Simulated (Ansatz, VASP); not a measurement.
# Ca2W: VASP beside Ansatz

The input INCAR:

```
ALGO = Normal
EDIFF = 1E-6
ENCUT = 520
GGA = PE
ISIF = 2
ISMEAR = -1
LASPH = T
LCHARG = F
LREAL = F
LWAVE = F
NBANDS = 43
NELM = 60
PREC = Accurate
SIGMA = 0.1
```

Contents of KPOINTS:

```
k-points
0
Gamma
  8 8 8
```

POSCAR

```
Ca2W
1.0
    0.0000000000      4.4049350000      0.0000000000
    4.4049350000      0.0000000000      0.0000000000
    2.2024670000      2.2024670000     -7.6968950000
W Ca
2 4
Direct
    0.1322000000      0.1322000000      0.7356000000
    0.8549000000      0.8549000000      0.2902000000
    0.6580000000      0.6580000000      0.6840000000
    0.3238000000      0.3238000000      0.3524000000
    0.5000000000      0.0000000000      0.0000000000
    0.0000000000      0.5000000000      0.0000000000
```

Input for Ansatz:

```yaml
crystal:
  lattice:
    - [0.0, 4.404935, 0.0]
    - [4.404935, 0.0, 0.0]
    - [2.202467, 2.202467, -7.696895]
  atoms:
    - { symbol: W, position: [0.1322, 0.1322, 0.7356] }
    - { symbol: Ca, position: [0.658, 0.658, 0.684] }
    - { symbol: Ca, position: [0.3238, 0.3238, 0.3524] }
    - { symbol: Ca, position: [0.5, 0.0, 0.0] }
    - { symbol: Ca, position: [0.0, 0.5, 0.0] }
    - { symbol: W, position: [0.8549, 0.8549, 0.2902] }
  symmetry: { tolerance: 0.0003 }
kpoints:
  mp_grid: { grid: [8, 8, 8], shift: [0, 0, 0] }
  band_path:
    path:
      - [0.0, 0.0, 0.0]
      - [0.5, 0.5, 0.5]
      - [0.5, 0.5, 0.75]
      - [0.5, 0.0, 0.5]
      - [0.0, 0.0, 0.0]
      - [0.0, 0.0, 0.5]
      - [0.45905905, 0.0, 0.72952953]
      - [0.54094095, 0.0, 0.27047047]
      - [0.0, 0.0, 0.0]
      - [0.5, 0.5, 0.5]
      - [0.54094095, 0.45905905, 0.5]
    npoints: 6
magnetization:
  spin_polarized: false
scf:
  occupations: { method: fermi_dirac }
  lower_state_search: "off"
  max_iter: 200
hamiltonian:
  pseudopotentials: { kind: paw }
  xc: pbe
basis:
  ecutwfc: 420
  fft_grid_basis: typed
output:
  forces: true
  stress: true
  eigenvalues: true
  populations: true
  elf: true
  write_potential: true
  volumetric_format: npy
  dos:
    e_range: [-12, 8]
    de: 0.05
    projected: { site_lists: { Ca: [Ca], W: [W] } }
checkpoint:
  read: saved_state
```

Alike in both runs: task single point; functional PBE; k mesh 8 × 8 × 8; no spin polarisation.

|  | VASP | Ansatz |
| --- | --- | --- |
| version | VASP 6.6.1 | Ansatz 0.2.0 |
| potentials or method | VASP PAW PBE potentials, release 64 (W_sv, Ca_sv), cutoff 520 eV | PAW plane waves |
| occupations | fermi-dirac, width 0.1 eV | fermi-dirac |
| valence electrons in the cell | 68 | 68 |

```tsv
	VASP	Ansatz	Ansatz less VASP
pressure (GPa)	6.6	6.5	-0.11
rms of the force components (eV/Å)	0.459	0.458	-0.0013
```

Spin-orbit coupling is off throughout.
